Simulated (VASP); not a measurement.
# F (C2/c) in VASP: a series of runs

F is run at these levels: PBEsol; tasks: single point.

Everything below comes from runs of VASP 6.6.1. Logs are shortened: lines on timing, memory, paths and dates and some standing lists are left out, and cuts for length are marked.

## Step 1: The cell of the first run

Symmetry: C2/c, No. 15, monoclinic system. Conventional cell: a = 5.794 Å, b = 3.460 Å, c = 6.860 Å, α = 90.00°, β = 96.11°, γ = 90.00°. Within 1.9 Å of F (site symmetry 1) lie 1 F at 1.40 Å.

## Step 2: Single point, PBEsol (volume scaled by 0.94, then relaxed in part)

File INCAR:

```
SYSTEM = F
PREC = Accurate
ENCUT = 520
EDIFF = 1E-6
ISMEAR = 0
SIGMA = 0.02
LREAL = .False.
LASPH = .True.
NELM = 100
ALGO = Normal
ISIF = 2
LWAVE = .False.
LCHARG = .False.
GGA = PS
NBANDS = 22
```

File KPOINTS:

```
Automatic mesh
0
Gamma
  8 8 4
  0 0 0
```

File POSCAR:

```
F
1.0
    2.8912178154     -1.7300227490      0.1816996748
    2.8912178154      1.7300227490      0.1816996748
   -1.1560738381      0.0000000000      6.7615975862
F
4
Direct
    0.9252640995      0.5841627768      0.0943403306
    0.4158372232      0.0747359005      0.4056596694
    0.0747359005      0.4158372232      0.9056596694
    0.5841627768      0.9252640995      0.5943403306
```

Potentials or basis: VASP PAW PBE potentials, release 64 (F).

Launch:

```sh
$ cat potpaw_PBE.64/F/POTCAR > POTCAR
$ mpirun -np 1 vasp_std > vasp.out
```

OUTCAR:

```text
SYSTEM = F
   PREC = Accurate
   ENCUT = 520
   EDIFF = 1E-6
   ISMEAR = 0
   LREAL = .False.
   LASPH = .True.
   NELM = 100
   ISIF = 2
   GGA = PS

 ion  position               nearest neighbor table
   1  0.925  0.584  0.094-   3 1.40
   2  0.416  0.075  0.406-   4 1.40
   3  0.075  0.416  0.906-   1 1.40
   4  0.584  0.925  0.594-   2 1.40

  LATTYP: Found a base centered monoclinic cell.
 ALAT       =     5.7938433627
 B/A-ratio  =     0.5971934830
 C/A-ratio  =     1.1839664861
 COS(beta)  =    -0.1063745319

  Lattice vectors:

 A1 = (   2.8912178154,  -1.7300227490,   0.1816996748)
 A2 = (   2.8912178154,   1.7300227490,   0.1816996748)
 A3 = (  -1.1560738381,   0.0000000000,   6.7615975862)

Analysis of symmetry for initial positions (statically):
=====================================================================
 Subroutine PRICEL returns:
 Original cell was already a primitive cell.

 Routine SETGRP: Setting up the symmetry group for a
 base centered monoclinic supercell.

 Subroutine GETGRP returns: Found  4 space group operations
 (whereof  2 operations were pure point group operations)
 out of a pool of  4 trial point group operations.

The static configuration has the point symmetry S_2 .
 The point group associated with its full space group is C_2h.

Analysis of symmetry for dynamics (positions and initial velocities):
=====================================================================
 Subroutine PRICEL returns:
 Original cell was already a primitive cell.

 Routine SETGRP: Setting up the symmetry group for a
 base centered monoclinic supercell.

 Subroutine GETGRP returns: Found  4 space group operations
 (whereof  2 operations were pure point group operations)
 out of a pool of  4 trial point group operations.

The dynamic configuration has the point symmetry S_2 .
 The point group associated with its full space group is C_2h.

 Subroutine INISYM returns: Found  4 space group operations
 (whereof  2 operations are pure point group operations),
 and found     1 'primitive' translations

----------------------------------------------------------------------------------------

                                     Primitive cell

  volume of cell :      68.3681

  direct lattice vectors                    reciprocal lattice vectors
     2.891217815 -1.730022749  0.181699675     0.171099034 -0.289013541  0.029253903
     2.891217815  1.730022749  0.181699675     0.171099034  0.289013541  0.029253903
    -1.156073838  0.000000000  6.761597586    -0.009195649  0.000000000  0.146321803

  length of vectors
     3.374186412  3.374186412  6.859716367     0.337134242  0.337134242  0.146610470

  position of ions in fractional coordinates (direct lattice)
     0.925264099  0.584162777  0.094340331
     0.415837223  0.074735901  0.405659669
     0.074735901  0.415837223  0.905659669
     0.584162777  0.925264099  0.594340331

  ion indices of the primitive-cell ions
   primitive index   ion index
                 1           1
                 2           2
                 3           3
                 4           4

----------------------------------------------------------------------------------------

 KPOINTS: Automatic mesh

Automatic generation of k-mesh.
 Grid dimensions read from file:
 generate k-points for:    8    8    4

 Generating k-lattice:

  Cartesian coordinates                     Fractional coordinates (reciprocal lattice)
     0.021387379 -0.036126693  0.003656738     0.125000000 -0.000000000  0.000000000
     0.021387379  0.036126693  0.003656738    -0.000000000  0.125000000  0.000000000
    -0.002298912  0.000000000  0.036580451     0.000000000  0.000000000  0.250000000

  Length of vectors
     0.042141780  0.042141780  0.036652618

  Shift w.r.t. Gamma in fractional coordinates (k-lattice)
     0.000000000  0.000000000  0.000000000

 Subroutine IBZKPT returns following result:
 ===========================================

 Found     78 irreducible k-points:

 Following reciprocal coordinates:
            Coordinates               Weight
  0.000000  0.000000  0.000000      1.000000
  0.125000 -0.000000  0.000000      4.000000
  0.250000 -0.000000  0.000000      4.000000
  0.375000 -0.000000  0.000000      4.000000
  0.500000 -0.000000  0.000000      2.000000
  0.125000  0.125000  0.000000      2.000000
[... 16 lines left out ...]
  0.125000 -0.000000  0.250000      4.000000
  0.250000 -0.000000  0.250000      4.000000
 [... further k-points ...]
   k-points           NKPTS =     78   k-points in BZ     NKDIM =     78   number of bands    NBANDS=     22
   number of dos      NEDOS =    301   number of ions     NIONS =      4
   total plane-waves  NPLWV =  42336
   dimension x,y,z NGX =    28 NGY =   28 NGZ =   54
   dimension x,y,z NGXF=    56 NGYF=   56 NGZF=  108
   ions per type =               4
   NGX,Y,Z   is equivalent  to a cutoff of  13.80, 13.80, 13.09 a.u.
   NGXF,Y,Z  is equivalent  to a cutoff of  27.59, 27.59, 26.17 a.u.
 SYSTEM =  F
   PREC   = accura    normal or accurate (medium, high low for compatibility)
   ISTART =      0    job   : 0-new  1-cont  2-samecut
   ICHARG =      2    charge: 1-file 2-atom 10-const
   ISPIN  =      1    spin polarized calculation?
   LNONCOLLINEAR =      F non collinear calculations
   LSORBIT =      F    spin-orbit coupling
   LASPH  =      T    aspherical Exc in radial PAW
   ENCUT  =  520.0 eV  38.22 Ry    6.18 a.u.   6.27  6.27 12.75*2*pi/ulx,y,z
   NELM   =    100;   NELMIN=  2; NELMDL= -5     # of ELM steps
   EDIFF  = 0.1E-05   stopping-criterion for ELM
   LREAL  =      F    real-space projection
   EDIFFG = 0.1E-04   stopping-criterion for IOM
   NSW    =      0    number of steps for IOM
   IBRION =     -1    ionic relax: 0-MD 1-quasi-New 2-CG
   NFREE  =      0    steps in history (QN), initial steepest desc. (CG)
   ISIF   =      2    stress and relaxation
   ISYM   =      2    0-nonsym 1-usesym 2-fastsym
   POTIM  = 0.5000    time-step for ionic-motion
   TEBEG  =    0.0;   TEEND  =   0.0 temperature during run
   PSTRESS=    0.0 pullay stress
   NELECT =      28.0000    total number of electrons
   NUPDOWN=      -1.0000    fix difference up-down
   EMIN   =  10.00;   EMAX   =-10.00  energy-range for DOS
   EFERMI =   0.00;   METHOD = LEGACY
   ISMEAR =     0;   SIGMA  =   0.02  broadening in eV -4-tet -1-fermi 0-gaus
   EFERMI_NEDOS =   21; number of points for ismear=-14 and -15
   IALGO  =     38    algorithm
   IMIX   =      4    mixing-type and parameters
     AMIX     =   0.40;   BMIX     =  1.00
     AMIX_MAG =   1.60;   BMIX_MAG =  1.00
  volume/ion in A,a.u.               =      17.09       115.34
  Fermi-wavevector in a.u.,A,eV,Ry     =   1.215746  2.297428 20.109945  1.478039
  Thomas-Fermi vector in A             =   2.351123
   LORBIT       =      0    0 simple, 1 ext, 2 COOP (PROOUT), +10 PAW based schemes
   GGA     = PS    functional components
   LHFCALC =     F    Hartree Fock is set to
   AEXX    =    0.0000 exact exchange contribution
   IVDW    =     0    specifies the selected vdW correction
   LEPSILON=     F    determine dielectric tensor
   LRPA    =     F    only Hartree local field effects (RPA)
 non-spin polarized calculation
 Gauss-broadening in eV      SIGMA  =   0.02
  energy-cutoff  :      520.00
  volume of cell :       68.37
 maximum number of plane-waves:      1864
 NGX is ok and might be reduce to    28
   NGX = 13   NGY = 13   NGZ = 25

 number of electron      28.0000006 magnetization

 Free energy of the ion-electron system (eV)
  ---------------------------------------------------
  ext. energy  EPLUGINS =         0.00000000
  ---------------------------------------------------
  free energy    TOTEN  =        -7.79896933 eV

  energy without entropy =       -7.79896933  energy(sigma->0) =       -7.79896933

 E-fermi :  -5.2869     XC(G=0):  -7.2956

 val. band max:       -5.4097920704   @ k =   0.0000   0.0000   0.0000
 cond. band min:      -2.4074229813   @ k =   0.0000   0.0000   0.0000
 fundamental gap:      3.0023690891
 Fermi energy:        -5.2868699972

 k-point     1 :       0.0000    0.0000    0.0000
  band No.  band energies     occupation
      1     -30.4553      2.00000
      2     -30.3547      2.00000
      3     -23.9002      2.00000
      4     -23.5849      2.00000
      5     -12.1053      2.00000
      6     -11.3984      2.00000
[... 14 lines left out ...]
     21      14.4619      0.00000
     22      15.3382      0.00000

 k-point     2 :       0.1250   -0.0000    0.0000
  band No.  band energies     occupation
      1     -30.4430      2.00000
      2     -30.3499      2.00000
      3     -23.8860      2.00000
      4     -23.5951      2.00000
      5     -12.0835      2.00000
      6     -11.4247      2.00000
[... 14 lines left out ...]
     21      13.6499      0.00000
     22      14.6491      0.00000

 k-point     3 :       0.2500   -0.0000    0.0000
  band No.  band energies     occupation
      1     -30.4113      2.00000
      2     -30.3398      2.00000
      3     -23.8470      2.00000
      4     -23.6246      2.00000
      5     -12.0181      2.00000
      6     -11.5025      2.00000
[... 14 lines left out ...]
     21      12.9415      0.00000
     22      13.5550      0.00000

 k-point     4 :       0.3750   -0.0000    0.0000
  band No.  band energies     occupation
      1     -30.3739      2.00000
      2     -30.3350      2.00000
      3     -23.7912      2.00000
      4     -23.6712      2.00000
      5     -11.9107      2.00000
      6     -11.6247      2.00000
[... 14 lines left out ...]
     21      11.3666      0.00000
     22      11.8350      0.00000

 k-point     5 :       0.5000   -0.0000    0.0000
  band No.  band energies     occupation
      1     -30.3472      2.00000
      2     -30.3443      2.00000
      3     -23.7331      2.00000
      4     -23.7255      2.00000
      5     -11.7759      2.00000
      6     -11.7665      2.00000
[... 14 lines left out ...]
     21      10.2025      0.00000
     22      10.3641      0.00000

 k-point     6 :       0.1250    0.1250    0.0000
  band No.  band energies     occupation
      1     -30.4455      2.00000
      2     -30.3475      2.00000
      3     -23.8902      2.00000
      4     -23.5833      2.00000
      5     -12.0896      2.00000
      6     -11.4030      2.00000
[... 14 lines left out ...]
     21      14.4329      0.00000
     22      14.7045      0.00000

 k-point     7 :       0.2500    0.1250    0.0000
  band No.  band energies     occupation
      1     -30.4258      2.00000
      2     -30.3377      2.00000
      3     -23.8685      2.00000
      4     -23.5931      2.00000
      5     -12.0542      2.00000
      6     -11.4344      2.00000
[... 324 lines left out ...]
      6     -11.5447      2.00000
[... 14 lines left out ...]
     21      10.4682      0.00000
     22      11.5122      0.00000

 k-point    21 :       0.5000    0.5000    0.0000
  band No.  band energies     occupation
      1     -30.3879      2.00000
      2     -30.3051      2.00000
      3     -23.8325      2.00000
      4     -23.5754      2.00000
      5     -11.9840      2.00000
      6     -11.4299      2.00000
[... 14 lines left out ...]
     21      10.2103      0.00000
     22      12.5122      0.00000

 k-point    22 :       0.0000    0.0000    0.2500
  band No.  band energies     occupation
      1     -30.4410      2.00000
      2     -30.3694      2.00000
      3     -23.8545      2.00000
      4     -23.6315      2.00000
      5     -12.0086      2.00000
      6     -11.5106      2.00000
[... 14 lines left out ...]
     21      15.4732      0.00000
     22      16.0453      0.00000

 k-point    23 :       0.1250   -0.0000    0.2500
  band No.  band energies     occupation
      1     -30.4289      2.00000
      2     -30.3646      2.00000
      3     -23.8415      2.00000
      4     -23.6405      2.00000
      5     -11.9878      2.00000
      6     -11.5319      2.00000
[... 14 lines left out ...]
     21      13.6930      0.00000
     22      14.7651      0.00000

 k-point    24 :       0.2500   -0.0000    0.2500
  band No.  band energies     occupation
      1     -30.3996      2.00000
      2     -30.3520      2.00000
      3     -23.8107      2.00000
      4     -23.6618      2.00000
      5     -11.9343      2.00000
      6     -11.5849      2.00000
[... 14 lines left out ...]
     21      12.1058      0.00000
     22      12.7470      0.00000

 [... further k-points ...]

------------------------ aborting loop because EDIFF is reached ----------------------------------------

  FORCE on cell =-STRESS in cart. coord.  units (eV):
  Direction    XX          YY          ZZ          XY          YZ          ZX
  --------------------------------------------------------------------------------------
  -------------------------------------------------------------------------------------
  Total       -0.1609042      0.0050431      0.8034626      0.0000000      0.0000000     -0.1149644
  in kB       -3.7707209      0.1181822     18.8288024      0.0000000      0.0000000     -2.6941425
  external PRESSURE =       5.0587546 kB  Pullay stress =       0.0000000 kB

 VOLUME and BASIS-vectors are now :
 -----------------------------------------------------------------------------
  energy-cutoff  :      520.00
  volume of cell :       68.37
      direct lattice vectors                 reciprocal lattice vectors
     2.891217815 -1.730022749  0.181699675     0.171099034 -0.289013541  0.029253903
     2.891217815  1.730022749  0.181699675     0.171099034  0.289013541  0.029253903
    -1.156073838  0.000000000  6.761597586    -0.009195649  0.000000000  0.146321803

 POSITION                                       TOTAL-FORCE (eV/Angst)
 -----------------------------------------------------------------------------------
      4.25502     -0.59011      0.91215        -0.051740      0.169100      0.394616
      0.94938     -0.59011      2.83204         0.051740      0.169100     -0.394616
      0.37134      0.59011      6.21284         0.051740     -0.169100     -0.394616
      3.67698      0.59011      4.29295        -0.051740     -0.169100      0.394616
 -----------------------------------------------------------------------------------
    total drift:                                0.000000      0.000000     -0.000000

  FREE ENERGIE OF THE ION-ELECTRON SYSTEM (eV)
  ---------------------------------------------------
  free  energy   TOTEN  =        -7.7989693323 eV

  energy  without entropy=       -7.7989693323  energy(sigma->0) =       -7.79896933
```

Wall time 41 s (1 thread of Intel Xeon 6975P-C (Granite Rapids), shared host); peak memory 0.22 GiB.

Results:

```
Free energy            : -7.7990 eV
Pressure               : 0.5 GPa
Largest force          : 0.432 eV/Å
Band gap on the k mesh : 3.00 eV, direct
```

Forces on the atoms (eV/Å):
```
F   -0.052  0.169  0.395
F    0.052  0.169 -0.395
F    0.052 -0.169 -0.395
F   -0.052 -0.169  0.395
```

Caveat: the cell differs from its parent crystal (volume scaled by 0.94, then relaxed in part); the PAW data sets were made with another functional, which shifts forces and pressure a little. A k mesh can miss the band edges.

## Step 3: Single point, PBEsol (volume scaled by 0.97, then relaxed in part)

File INCAR:

```
ALGO = Normal ; EDIFF = 1E-6
ENCUT = 520 ; GGA = PS
ISIF = 2 ; ISMEAR = 0
LASPH = True ; LCHARG = False
LREAL = False ; LWAVE = False
NBANDS = 22 ; NELM = 80
PREC = Accurate ; SIGMA = 0.02
```

File KPOINTS:

```
k-points
0
Gamma
  8 8 4
```

File POSCAR:

```
F
1.0
    2.9369925703     -1.7510025927      0.1739818115
    2.9369925703      1.7510025927      0.1739818115
   -1.1941193854      0.0000000000      6.7885314917
F
4
Direct
    0.9276422188      0.5807683282      0.0942946714
    0.4192316718      0.0723577812      0.4057053286
    0.0723577812      0.4192316718      0.9057053286
    0.5807683282      0.9276422188      0.5942946714
```

Potentials or basis: VASP PAW PBE potentials, release 64 (F).

Launch:

```sh
$ cat potpaw_PBE.64/F/POTCAR > POTCAR
$ mpirun -np 1 vasp_std > vasp.out
```

Run time: 41 s. Hardware: 1 thread of Intel Xeon 6975P-C (Granite Rapids), shared host; peak memory 0.22 GiB.

The run converged. Its results:

* Free energy: -7.7998 eV
* Pressure: 0.4 GPa
* Largest force: 0.430 eV/Å
* Band gap on the k mesh: 3.02 eV, direct

Forces in eV/Å, atoms in the order of the input:
```
F   -0.054  0.166  0.393
F    0.054  0.166 -0.393
F    0.054 -0.166 -0.393
F   -0.054 -0.166  0.393
```

Stress tensor (GPa, compression positive):
```
-0.41  0.00 -0.28
 0.00 -0.07  0.00
-0.28  0.00  1.79
```

Levels at points of the mesh, in eV from the valence-band top:
```tsv
k point	band 12	band 13	band 14	band 15	band 16	band 17
(0.00, 0.00, 0.00)	-0.08	-0.05	0.00	3.02	3.85	8.88
(0.50, 0.00, 0.00)	-0.27	-0.12	-0.08	3.52	3.53	12.97
(0.50, 0.50, 0.00)	-0.39	-0.10	-0.02	3.22	3.81	12.71
(0.00, 0.00, 0.50)	-0.19	-0.04	-0.04	3.42	3.42	9.75
(0.50, 0.00, 0.50)	-0.24	-0.11	-0.04	3.48	3.51	13.43
(0.50, 0.50, 0.50)	-0.30	-0.22	-0.22	3.51	3.51	13.19
```

Caveat: the cell differs from its parent crystal (volume scaled by 0.97, then relaxed in part); the PAW data sets were made with another functional, which shifts forces and pressure a little. A k mesh can miss the band edges.

## Step 4: Single point, PBEsol

This run uses another cell than the first one, of 18.18 Å³/atom, 1.064 times its volume.

File INCAR:

```
SYSTEM = F
  ALGO = Normal
  EDIFF = 1E-7
  ENCUT = 520
  GGA = PS
  ISIF = 2
  ISMEAR = 0
  LASPH = .True.
  LCHARG = .False.
  LREAL = .False.
  LWAVE = .False.
  NBANDS = 22
  NELM = 60
  PREC = Accurate
  SIGMA = 0.02
```

File KPOINTS:

```
k-points
0
Gamma
  8 8 4
  0 0 0
```

File POSCAR:

```
F
1.0
    3.0099985031     -1.7886620590      0.1836766108
    3.0099985031      1.7886620590      0.1836766108
   -1.1950650095      0.0000000000      6.6816981480
F
4
Direct
    0.9211024913      0.5858463638      0.0939992909
    0.4141536362      0.0788975087      0.4060007091
    0.0788975087      0.4141536362      0.9060007091
    0.5858463638      0.9211024913      0.5939992909
```

Launch:

```sh
$ cat potpaw_PBE.64/F/POTCAR > POTCAR
$ mpirun -np 1 vasp_std > vasp.out
```

Wall time 44 s (1 thread of Intel Xeon 6975P-C (Granite Rapids), shared host); peak memory 0.22 GiB.

Results (log left out):

```
Free energy            : -7.8012 eV
Pressure               : 0.4 GPa
Largest force          : 0.433 eV/Å
Band gap on the k mesh : 3.09 eV, indirect (least direct gap 3.10 eV)
```

Forces in eV/Å, atoms in the order of the input:
```
F   -0.057  0.181  0.390
F    0.057  0.181 -0.390
F    0.057 -0.181 -0.390
F   -0.057 -0.181  0.390
```

Stress tensor (GPa, compression positive):
```
-0.46  0.00 -0.29
 0.00 -0.04  0.00
-0.29  0.00  1.67
```

Levels at points of the mesh, in eV from the valence-band top:
```csv
k point,band 12,band 13,band 14,band 15,band 16,band 17
"(0.00, 0.00, 0.00)",-0.09,-0.06,-0.01,3.09,3.83,8.82
"(0.50, 0.00, 0.00)",-0.22,-0.12,-0.08,3.53,3.54,12.76
"(0.50, 0.50, 0.00)",-0.39,-0.08,0.00,3.26,3.79,12.45
"(0.00, 0.00, 0.50)",-0.21,-0.05,-0.05,3.44,3.44,9.72
"(0.50, 0.00, 0.50)",-0.20,-0.09,-0.04,3.50,3.53,13.24
"(0.50, 0.50, 0.50)",-0.26,-0.21,-0.21,3.52,3.52,12.96
```

Caveat: the PAW data sets were made with another functional, which shifts forces and pressure a little.

## Step 5: Overview

```csv
cell,gap on the mesh (eV),pressure (GPa),largest force (eV/Å)
"a = 3.374, b = 3.374, c = 6.860 Å, angles 95.2, 95.2, 61.7°, 4 atoms",3.00,0.5,0.43
"a = 3.424, b = 3.424, c = 6.893 Å, angles 95.7, 95.7, 61.5°, 4 atoms",3.02,0.4,0.43
"a = 3.506, b = 3.506, c = 6.788 Å, angles 95.7, 95.7, 61.3°, 4 atoms",3.09,0.4,0.43
```

Alike in all rows: task single point; level PBEsol; potentials or basis VASP PAW PBE potentials, release 64 (F); no spin polarisation; k mesh 8 × 8 × 4; cutoff (eV) 520; smearing gaussian 0.02 eV.

Caveats: the PAW data sets were made with another functional, which shifts forces and pressure a little.

Absolute energies hang on the potentials; compare differences alone.
